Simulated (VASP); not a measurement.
Write the native input for VASP 6.6.1 that does the following.

- Task: single point
- Functional: PBE
- Potentials or basis: VASP PAW PBE potentials, release 64 (Hg)
- Cutoff: 520 eV
- k mesh: 4 × 4 × 4
- Occupations: fermi-dirac, width 0.001 eV
- Spin: no spin polarisation
- Dipole correction: no
- Further INCAR settings: ALGO = Normal; EDIFF = 1e-06; NBANDS = 45

The structure of Hg lies in POSCAR:

```
Hg
1.0
    5.6351521476      0.0000000000      0.0992471465
    0.0000000000      5.5776418450      0.0000000000
   -2.6288452079      0.0000000000      4.6701544686
Hg
6
Direct
    0.0000000000      0.5000000000      0.5000000000
    0.0000000000      0.0000000000      0.0000000000
    0.3333333386     -0.0000067083      0.6666667025
    0.6666666614      0.4999932917      0.8333332975
    0.6666666614      1.0000067083      0.3333332975
    0.3333333386      0.5000067083      0.1666667025
```

These files were run (other wordings do the same):

INCAR

```
SYSTEM = Hg
PREC = Accurate
ENCUT = 520
EDIFF = 1E-6
ISMEAR = -1
SIGMA = 0.001
LREAL = .FALSE.
LASPH = .TRUE.
NELM = 60
ALGO = Normal
ISIF = 2
LWAVE = .FALSE.
LCHARG = .FALSE.
GGA = PE
NBANDS = 45
```

KPOINTS

```
regular mesh
0
G
  4 4 4
  0 0 0
```

Potentials or basis: VASP PAW PBE potentials, release 64 (Hg).

The run is started by

```sh
$ cat potpaw_PBE.64/Hg/POTCAR > POTCAR
$ mpirun -np 1 vasp_std > vasp.out
```

It gave:

```yaml
Pressure: 3.6 GPa
Band_gap_on_the_k_mesh: zero (bands 36 and 37 overlap by 0.97 eV)
```

Caveat: the cell stands under pressure; spin-orbit coupling is left out, which moves the levels of the heavy elements.

Wall time 4.1 min on 1 thread of Intel Xeon 8259CL, with other jobs on the host, peak memory 0.32 GiB.
